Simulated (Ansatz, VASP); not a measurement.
# Mg in VASP and in Ansatz

The input INCAR:

```
SYSTEM = Mg
PREC     = Accurate       ! precision mode
ENCUT    = 520            ! plane-wave cutoff, eV
EDIFF    = 1E-8           ! SCF threshold, eV
ISMEAR   = -1             ! smearing method
SIGMA    = 0.05           ! smearing width, eV
LREAL    = .False.        ! projectors in reciprocal space
LASPH    = .True.         ! aspherical terms in the spheres
NELM     = 100            ! most SCF steps
ALGO     = Normal         ! electronic algorithm
ISIF     = 2              ! what is computed and relaxed
LWAVE    = .False.        ! write WAVECAR
LCHARG   = .False.        ! write CHGCAR
GGA      = PE             ! functional
LEFG     = .True.       
NBANDS   = 7              ! bands
```

The input KPOINTS:

```
regular mesh
0
Gamma
  16 16 16
  0 0 0
```

The input POSCAR:

```
Mg
1.0
   -1.5060300000      1.4765000000      1.4765000000
    1.4765000000     -1.5060300000      1.4765000000
    1.4765000000      1.4765000000     -1.5060300000
Mg
1
Direct
    0.0000000000      0.0000000000      0.0000000000
```

Input for Ansatz:

```yaml
crystal:
  lattice:
    - [-1.50603, 1.4765, 1.4765]
    - [1.4765, -1.50603, 1.4765]
    - [1.4765, 1.4765, -1.50603]
  atoms:
    - { symbol: Mg, position: [0.0, 0.0, 0.0] }
kpoints:
  mp_grid: { grid: [16, 16, 16] }
scf:
  occupations: { method: fermi_dirac, width: 0.05 }
hamiltonian:
  xc: pbe
  pseudopotentials: { kind: paw }
output:
  forces: true
  stress: true
  eigenvalues: true
  efg: { contact_densities: true }
```

Change from the starting cell: equal xy, yz and zx shear strains of -2 %, PAW files.

Alike in both runs: task electric field gradients; functional PBE; k mesh 16 × 16 × 16; occupations fermi-dirac, width 0.05 eV; no spin polarisation.

|  | VASP | Ansatz |
| --- | --- | --- |
| version | VASP 6.6.1 | Ansatz 0.2.0 |
| potentials or method | VASP PAW PBE potentials, release 64 (Mg) | PAW with Ansatz's default frozen-core files, scalar-relativistic |
| plane-wave cutoff (eV) | 520 | 420 |
| valence electrons in the cell | 2 | 10 |

|  | VASP | Ansatz | Ansatz less VASP |
| --- | --- | --- | --- |
| pressure (GPa) | 63.6 | 62.7 | -0.84 |
| traceless stress, the component that is largest in VASP (GPa) | 2.60 | 2.57 | -0.027 |
| size of Vzz on the site where it differs most (V/Å²) | 0.9 | 0.6 | -0.36 |

Both programs put the cell under a high pressure, so it lies far from rest at this level. The functional is the same, so the differences come from potentials, cutoffs and numerics. VASP's potentials hold 2 valence electrons a cell and Ansatz's 10, so a difference there can come from the potentials and not from the codes.

Noted on VASP's run: the cell as given lies far from equilibrium.
